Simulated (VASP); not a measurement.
# BiTe (P6_3/mmc) in VASP: further runs, part 2 of 2

VASP 6.6.1. The steps go on from the part before.

### Step 3. Relaxation of shape and atoms at fixed volume, PBEsol (41.03 Å³/atom)

This run uses another cell than the first one, of 41.03 Å³/atom.

INCAR reads:

```
ALGO     = Normal         # electronic algorithm
EDIFF    = 1E-6           # SCF threshold, eV
EDIFFG   = -0.01          # ionic threshold
ENCUT    = 600            # plane-wave cutoff, eV
GGA      = PS             # functional
IBRION   = 2              # ionic algorithm
ISIF     = 4              # what is computed and relaxed
ISMEAR   = 0              # smearing method
LASPH    = True           # aspherical terms in the spheres
LCHARG   = False          # write CHGCAR
LREAL    = False          # projectors in reciprocal space
LWAVE    = False          # write WAVECAR
NELM     = 100            # most SCF steps
NSW      = 60             # ionic steps
PREC     = Accurate       # precision mode
SIGMA    = 0.05           # smearing width, eV
```

KPOINTS reads:

```
k-points
0
Gamma
  8 8 4
```

POSCAR reads:

```
BiTe
1.0
    5.4477427816      0.0000000000      0.0000000000
   -2.7238713908      4.7178836422      0.0000000000
    0.0000000000      0.0000000000      6.3848256652
Bi Te
2 2
Direct
    0.6666666667      0.3333333333      0.0626000000
    0.3333333333      0.6666666667      0.5626000000
    0.6666666667      0.3333333333      0.5626000000
    0.3333333333      0.6666666667      0.0626000000
```

Potentials or basis: VASP PAW PBE potentials, release 64 (Bi_d, Te).

Started as:

```
> cat potpaw_PBE.64/Bi_d/POTCAR potpaw_PBE.64/Te/POTCAR > POTCAR
> mpirun -np 1 vasp_std > vasp.out
```

OUTCAR:

```text
EDIFF = 1E-6
   EDIFFG = -0.01
   ENCUT = 600
   GGA = PS
   IBRION = 2
   ISIF = 4
   ISMEAR = 0
   LASPH = True
   LREAL = False
   NELM = 100
   NSW = 60
   PREC = Accurate

 ion  position               nearest neighbor table
   1  0.667  0.333  0.063-   4 3.15   4 3.15   4 3.15   3 3.19   3 3.19
   2  0.333  0.667  0.563-   3 3.15   3 3.15   3 3.15   4 3.19   4 3.19
   3  0.667  0.333  0.563-   2 3.15   2 3.15   2 3.15   1 3.19   1 3.19
   4  0.333  0.667  0.063-   1 3.15   1 3.15   1 3.15   2 3.19   2 3.19

  LATTYP: Found a hexagonal cell.
 ALAT       =     5.4477427816
 C/A-ratio  =     1.1720130559

  Lattice vectors:

 A1 = (   5.4477427816,   0.0000000000,   0.0000000000)
 A2 = (  -2.7238713908,   4.7178836422,   0.0000000000)
 A3 = (   0.0000000000,   0.0000000000,   6.3848256652)

Analysis of symmetry for initial positions (statically):
=====================================================================
 Subroutine PRICEL returns:
 Original cell was already a primitive cell.

 Routine SETGRP: Setting up the symmetry group for a
 hexagonal supercell.

 Subroutine GETGRP returns: Found 24 space group operations
 (whereof  6 operations were pure point group operations)
 out of a pool of 24 trial point group operations.

The static configuration has the point symmetry C_3v.
 The point group associated with its full space group is D_6h.

Analysis of symmetry for dynamics (positions and initial velocities):
=====================================================================
 Subroutine PRICEL returns:
 Original cell was already a primitive cell.

 Routine SETGRP: Setting up the symmetry group for a
 hexagonal supercell.

 Subroutine GETGRP returns: Found 24 space group operations
 (whereof  6 operations were pure point group operations)
 out of a pool of 24 trial point group operations.

The dynamic configuration has the point symmetry C_3v.
 The point group associated with its full space group is D_6h.

 Subroutine INISYM returns: Found 24 space group operations
 (whereof  6 operations are pure point group operations),
[... 129 lines left out ...]
   LEPSILON=     F    determine dielectric tensor
   LRPA    =     F    only Hartree local field effects (RPA)
 conjugate gradient relaxation of ions
 non-spin polarized calculation
 Gauss-broadening in eV      SIGMA  =   0.05
  energy-cutoff  :      600.00
  volume of cell :      164.10
 maximum number of plane-waves:      5498
 NGX is ok and might be reduce to    48
   NGX = 21   NGY = 21   NGZ = 25

--------------------------------------- Ionic step        1  -------------------------------------------

 number of electron      42.0000004 magnetization

 Free energy of the ion-electron system (eV)
  ---------------------------------------------------
  ext. energy  EPLUGINS =         0.00000000
  ---------------------------------------------------
  free energy    TOTEN  =       -15.16517013 eV

  energy without entropy =      -15.16083131  energy(sigma->0) =      -15.16300072

------------------------ aborting loop because EDIFF is reached ----------------------------------------

  FORCE on cell =-STRESS in cart. coord.  units (eV):
  Direction    XX          YY          ZZ          XY          YZ          ZX
  --------------------------------------------------------------------------------------
  -------------------------------------------------------------------------------------
  Total       -0.6904201     -0.6904201     -0.9402018      0.0000000      0.0000000     -0.0000000
  in kB       -6.7407950     -6.7407950     -9.1794948      0.0000000      0.0000000     -0.0000000
  external PRESSURE =      -7.5536950 kB  Pullay stress =       0.0000000 kB
[... 63 lines left out ...]
--------------------------------------- Ionic step        3  -------------------------------------------

 number of electron      42.0000003 magnetization

 Free energy of the ion-electron system (eV)
  ---------------------------------------------------
  ext. energy  EPLUGINS =         0.00000000
  ---------------------------------------------------
  free energy    TOTEN  =       -15.16533244 eV

  energy without entropy =      -15.16102074  energy(sigma->0) =      -15.16317659

 E-fermi :   4.7855     XC(G=0):  -8.4935

 val. band max:        4.7242035889   @ k =   0.3750   0.2500   0.5000
 cond. band min:       4.7919265563   @ k =   0.3750   0.1250   0.0000
 fundamental gap:      0.0677229674
 Fermi energy:         4.7854539251

 k-point     1 :       0.0000    0.0000    0.0000
  band No.  band energies     occupation
      1     -18.4513      2.00000
      2     -18.4513      2.00000
      3     -18.4507      2.00000
      4     -18.4507      2.00000
      5     -18.4313      2.00000
      6     -18.4209      2.00000
[... 661 lines left out ...]
     24       5.4341      0.00000
     25       6.6335      0.00000

 [... further k-points ...]

------------------------ aborting loop because EDIFF is reached ----------------------------------------

  FORCE on cell =-STRESS in cart. coord.  units (eV):
  Direction    XX          YY          ZZ          XY          YZ          ZX
  --------------------------------------------------------------------------------------
  -------------------------------------------------------------------------------------
  Total       -0.7506246     -0.7506246     -0.7487785      0.0000000      0.0000000      0.0000000
  in kB       -7.3285914     -7.3285914     -7.3105675      0.0000000      0.0000000      0.0000000
  external PRESSURE =      -7.3225834 kB  Pullay stress =       0.0000000 kB
[... 19 lines left out ...]
  FREE ENERGIE OF THE ION-ELECTRON SYSTEM (eV)
  ---------------------------------------------------
  free  energy   TOTEN  =       -15.1653324383 eV

  energy  without entropy=      -15.1610207372  energy(sigma->0) =      -15.16317659

 reached required accuracy - stopping structural energy minimisation
```

Wall time 2.7 min (1 thread of Intel Xeon 6975P-C (Granite Rapids), shared host); peak memory 0.43 GiB.

What came out:

```yaml
Free_energy: -15.1653 eV
Energy_gained_by_relaxing: 0.0 meV/atom
Ionic_steps: 3
Pressure_after_relaxing: -0.7 GPa
Band_gap_on_the_k_mesh: zero (bands 21 and 22 overlap by 1.10 eV)
```

Step by step:
```tsv
step	energy change (eV)	largest force (eV/Å)	pressure (GPa)	volume (Å³)
1	0.0000	0.0000	-0.76	164.10
2	-0.0001	0.0000	-0.72	164.10
3	-0.0002	0.0000	-0.73	164.10
```

Final structure:
```xyz
4
Lattice="5.4512 0.0000 0.0000 -2.7256 4.7209 0.0000 0.0000 0.0000 6.3766" Properties=species:S:1:pos:R:3 pbc="T T T"
Bi    2.7256    1.5736    0.3992
Bi    0.0000    3.1473    3.5875
Te    2.7256    1.5736    3.5875
Te    0.0000    3.1473    0.3992
```

Levels at points of the mesh, in eV from the Fermi level:
| k point | band 17 | band 18 | band 19 | band 20 | band 21 | band 22 | band 23 | band 24 | band 25 |
| --- | --- | --- | --- | --- | --- | --- | --- | --- | --- |
| (0.00, 0.00, 0.00) | -4.17 | -2.89 | -2.60 | -2.60 | -0.47 | -0.47 | 1.37 | 1.37 | 2.57 |
| (0.50, 0.00, 0.00) | -4.01 | -3.49 | -3.07 | -1.72 | 0.40 | 1.59 | 1.94 | 2.96 | 3.25 |
| (0.00, 0.00, 0.50) | -3.48 | -3.48 | -2.51 | -2.51 | 0.19 | 0.19 | 0.19 | 0.19 | 0.65 |
| (0.50, 0.00, 0.50) | -2.77 | -2.77 | -1.89 | -1.89 | -0.46 | -0.46 | 0.96 | 0.96 | 2.23 |

Caveat: the PAW data sets were made with another functional, which shifts forces and pressure a little; spin-orbit coupling is left out, which moves the levels of the heavy elements.

### Step 4. Relaxation of shape and atoms at fixed volume, PBEsol (41.83 Å³/atom)

This run uses another cell than the first one, of 41.83 Å³/atom.

INCAR reads:

```
PREC = Accurate
ENCUT = 600
EDIFF = 1E-6
ISMEAR = 0
SIGMA = 0.05
LREAL = False
LASPH = True
NELM = 100
ALGO = Normal
ISIF = 4
LWAVE = False
LCHARG = False
GGA = PS
IBRION = 2
NSW = 60
EDIFFG = -0.01
```

KPOINTS reads:

```
Automatic mesh
0
Gamma
  8 8 4
```

POSCAR reads:

```
BiTe
1.0
    5.4888533787      0.0000000000      0.0000000000
   -2.7444266894      4.7534864636      0.0000000000
    0.0000000000      0.0000000000      6.4128656171
Bi Te
2 2
Direct
    0.6666666667      0.3333333333      0.0626000000
    0.3333333333      0.6666666667      0.5626000000
    0.6666666667      0.3333333333      0.5626000000
    0.3333333333      0.6666666667      0.0626000000
```

Started as:

```
> cat potpaw_PBE.64/Bi_d/POTCAR potpaw_PBE.64/Te/POTCAR > POTCAR
> mpirun -np 1 vasp_std > vasp.out
```

It took 2.1 min on 1 thread of Intel Xeon 6975P-C (Granite Rapids), shared host; peak memory 0.43 GiB.

The run converged. Its results:

| Quantity | Value |
| --- | --- |
| Free energy | -15.1442 eV |
| Energy gained by relaxing | 0.0 meV/atom |
| Ionic steps | 2 |
| Pressure after relaxing | -1.4 GPa |
| Band gap on the k mesh | zero (bands 21 and 22 overlap by 1.05 eV) |

Final structure:
```
Bi Te
1.0
     5.49095    0.00000    0.00000
    -2.74548    4.75531    0.00000
     0.00000    0.00000    6.40796
Bi Te
2 2
Direct
  0.66667 0.33333 0.06260
  0.33333 0.66667 0.56260
  0.66667 0.33333 0.56260
  0.33333 0.66667 0.06260
```

Levels at points of the mesh, in eV from the Fermi level:
| k point | band 18 | band 19 | band 20 | band 21 | band 22 | band 23 | band 24 | band 25 |
| --- | --- | --- | --- | --- | --- | --- | --- | --- |
| (0.00, 0.00, 0.00) | -2.84 | -2.53 | -2.53 | -0.43 | -0.43 | 1.36 | 1.36 | 2.56 |
| (0.50, 0.00, 0.00) | -3.42 | -2.99 | -1.69 | 0.37 | 1.55 | 1.88 | 2.96 | 3.17 |
| (0.00, 0.00, 0.50) | -3.40 | -2.45 | -2.45 | 0.22 | 0.22 | 0.22 | 0.22 | 0.62 |
| (0.50, 0.00, 0.50) | -2.71 | -1.86 | -1.86 | -0.44 | -0.44 | 0.92 | 0.92 | 2.18 |

Caveat: the PAW data sets were made with another functional, which shifts forces and pressure a little; spin-orbit coupling is left out, which moves the levels of the heavy elements.

### Step 5. Single point, PBEsol

This run uses another cell than the first one, of 40.22 Å³/atom.

INCAR reads:

```
ALGO     = Normal         # electronic algorithm
EDIFF    = 1E-6           # SCF threshold, eV
ENCUT    = 520            # plane-wave cutoff, eV
GGA      = PS             # functional
ISIF     = 2              # what is computed and relaxed
ISMEAR   = 0              # smearing method
LASPH    = T              # aspherical terms in the spheres
LCHARG   = F              # write CHGCAR
LREAL    = F              # projectors in reciprocal space
LWAVE    = F              # write WAVECAR
NBANDS   = 29             # bands
NELM     = 80             # most SCF steps
PREC     = Accurate       # precision mode
SIGMA    = 0.05           # smearing width, eV
```

KPOINTS reads:

```
k-points
0
Gamma
  12 12 6
```

POSCAR reads:

```
BiTe
1.0
    5.4119013309      0.0000000000      0.0000000000
   -2.7059506655      4.6868440354      0.0000000000
    0.0000000000      0.0000000000      6.3428190171
Bi Te
2 2
Direct
    0.6666666667      0.3333333333      0.0626000000
    0.3333333333      0.6666666667      0.5626000000
    0.6666666667      0.3333333333      0.5626000000
    0.3333333333      0.6666666667      0.0626000000
```

Potentials or basis: VASP PAW PBE potentials, release 64 (Bi_d, Te).

Started as:

```
> cat potpaw_PBE.64/Bi_d/POTCAR potpaw_PBE.64/Te/POTCAR > POTCAR
> mpirun -np 1 vasp_std > vasp.out
```

OUTCAR:

```text
EDIFF = 1E-6
   ENCUT = 520
   GGA = PS
   ISIF = 2
   ISMEAR = 0
   LASPH = T
   LREAL = F
   NELM = 80
   PREC = Accurate

 ion  position               nearest neighbor table
   1  0.667  0.333  0.063-   4 3.12   4 3.12   4 3.12   3 3.17   3 3.17
   2  0.333  0.667  0.563-   3 3.12   3 3.12   3 3.12   4 3.17   4 3.17
   3  0.667  0.333  0.563-   2 3.12   2 3.12   2 3.12   1 3.17   1 3.17
   4  0.333  0.667  0.063-   1 3.12   1 3.12   1 3.12   2 3.17   2 3.17

[... 969 lines left out ...]
  FORCE on cell =-STRESS in cart. coord.  units (eV):
  Direction    XX          YY          ZZ          XY          YZ          ZX
  --------------------------------------------------------------------------------------
  -------------------------------------------------------------------------------------
  Total        0.2867788      0.2867788     -0.5493036     -0.0000000     -0.0000000      0.0000000
  in kB        2.8559126      2.8559126     -5.4702896     -0.0000000     -0.0000000      0.0000000
  external PRESSURE =       0.0805119 kB  Pullay stress =       0.0000000 kB

 VOLUME and BASIS-vectors are now :
 -----------------------------------------------------------------------------
  energy-cutoff  :      520.00
  volume of cell :      160.88
      direct lattice vectors                 reciprocal lattice vectors
     5.411901331  0.000000000  0.000000000     0.184777944  0.106681596  0.000000000
    -2.705950666  4.686844035  0.000000000     0.000000000  0.213363191  0.000000000
     0.000000000  0.000000000  6.342819017     0.000000000  0.000000000  0.157658605

 POSITION                                       TOTAL-FORCE (eV/Angst)
 -----------------------------------------------------------------------------------
      2.70595      1.56228      0.39706        -0.000000      0.000000      0.000000
     -0.00000      3.12456      3.56847         0.000000     -0.000000      0.000000
      2.70595      1.56228      3.56847        -0.000000     -0.000000     -0.000000
     -0.00000      3.12456      0.39706         0.000000      0.000000     -0.000000
 -----------------------------------------------------------------------------------
    total drift:                                0.000000     -0.000000     -0.000004

  FREE ENERGIE OF THE ION-ELECTRON SYSTEM (eV)
  ---------------------------------------------------
  free  energy   TOTEN  =       -15.0996350074 eV

  energy  without entropy=      -15.0929943729  energy(sigma->0) =      -15.09631469
```

It took 7.8 min on 1 thread of Intel Xeon 8259CL, shared host; peak memory 0.46 GiB.

Results:

```
Free energy            : -15.0996 eV
Pressure               : 0.0 GPa
Band gap on the k mesh : zero (bands 21 and 22 overlap by 1.16 eV)
```

Stress tensor (GPa, compression positive):
```
 0.29  0.00  0.00
 0.00  0.29  0.00
 0.00  0.00 -0.55
```

Levels at points of the mesh, in eV from the Fermi level:
| k point | band 17 | band 18 | band 19 | band 20 | band 21 | band 22 | band 23 | band 24 | band 25 | band 26 |
| --- | --- | --- | --- | --- | --- | --- | --- | --- | --- | --- |
| (0.00, 0.00, 0.00) | -4.23 | -2.92 | -2.62 | -2.62 | -0.47 | -0.47 | 1.41 | 1.41 | 2.61 | 3.04 |
| (0.50, 0.00, 0.00) | -4.08 | -3.53 | -3.11 | -1.70 | 0.46 | 1.65 | 2.05 | 2.99 | 3.37 | 3.49 |
| (0.00, 0.00, 0.50) | -3.53 | -3.53 | -2.55 | -2.55 | 0.20 | 0.20 | 0.20 | 0.20 | 0.70 | 0.70 |
| (0.50, 0.00, 0.50) | -2.79 | -2.79 | -1.91 | -1.91 | -0.46 | -0.46 | 1.04 | 1.04 | 2.31 | 2.31 |

Caveat: the PAW data sets were made with another functional, which shifts forces and pressure a little; spin-orbit coupling is left out, which moves the levels of the heavy elements.

### Step 6. The runs side by side

```csv
task,cell,k mesh,cutoff (eV),gap on the mesh (eV),pressure (GPa)
relaxation of shape and atoms at fixed volume,"relaxed from a = 5.376, b = 5.376, c = 6.300 Å, angles 90.0, 90.0, 120.0°, 4 atoms",8 × 8 × 4,600,none,0.8
relaxation of shape and atoms at fixed volume,"relaxed from a = 5.448, b = 5.448, c = 6.385 Å, angles 90.0, 90.0, 120.0°, 4 atoms",8 × 8 × 4,600,none,-0.7
relaxation of shape and atoms at fixed volume,"relaxed from a = 5.489, b = 5.489, c = 6.413 Å, angles 90.0, 90.0, 120.0°, 4 atoms",8 × 8 × 4,600,none,-1.4
single point,"a = 5.412, b = 5.412, c = 6.343 Å, angles 90.0, 90.0, 120.0°, 4 atoms",12 × 12 × 6,520,none,0.0
```

Alike in all rows: level PBEsol; potentials or basis VASP PAW PBE potentials, release 64 (Bi_d, Te); no spin polarisation; smearing gaussian 0.05 eV.

Caveats: the PAW data sets were made with another functional, which shifts forces and pressure a little; spin-orbit coupling is left out, which moves the levels of the heavy elements.

Total energies depend on the potentials used, so only differences within one code and one set of settings carry meaning.
